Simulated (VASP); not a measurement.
A run of VASP 6.6.1 is set up as follows.

Contents of POSCAR:

```
AlN
1.0
    2.9240545432      0.1300038728     -0.0212507420
   -1.3494406152      2.6730415931      0.0912414119
   -0.0340038960      0.1489516831      4.9381762881
Al N
2 2
Direct
    0.3129324956      0.6698744929     -0.0265488134
    0.6348185632      0.3076810026      0.4941783499
    0.4038718974      0.7419800553      0.4032438133
    0.6483770438      0.2804644492      0.8991266502
```

The input INCAR.step1:

```
SYSTEM = AlN
ALGO = Normal ; EDIFF = 1E-4
ENCUT = 520 ; GGA = PE
ISMEAR = 0 ; LASPH = .TRUE.
LCHARG = .FALSE. ; LREAL = .FALSE.
LWAVE = .TRUE. ; NBANDS = 16
NELM = 80 ; PREC = Accurate
SIGMA = 0.05
```

INCAR.step2

```
SYSTEM = AlN
ALGO = Normal ; EDIFF = 1E-6
ENCUT = 520 ; ISIF = 2
ISMEAR = 0 ; ISTART = 1
LASPH = .TRUE. ; LCHARG = .FALSE.
LMIXTAU = .TRUE. ; LREAL = .FALSE.
LWAVE = .FALSE. ; METAGGA = R2SCAN
NBANDS = 16 ; NELM = 80
PREC = Accurate ; SIGMA = 0.05
```

The input KPOINTS:

```
k-points
0
G
  12 12 6
  0 0 0
```

Potentials or basis: VASP PAW PBE potentials, release 64 (Al, N).

Launch:

```console
$ cat potpaw_PBE.64/Al/POTCAR potpaw_PBE.64/N/POTCAR > POTCAR
$ cp INCAR.step1 INCAR
$ mpirun -np 1 vasp_std > vasp.out
$ cp INCAR.step2 INCAR
$ mpirun -np 1 vasp_std > vasp.out
```

(1) Predict the pressure.

(2) Estimate the band gap on the k mesh.

(3) What does it give for the largest force?

## Answers

(1) 24.5 GPa.

(2) 4.30 eV, direct.

(3) 6.772 eV/Å.

Caveat: the cell differs from its parent crystal (atoms moved at random and the cell strained at random); the PAW data sets were made with another functional, which shifts forces and pressure a little.
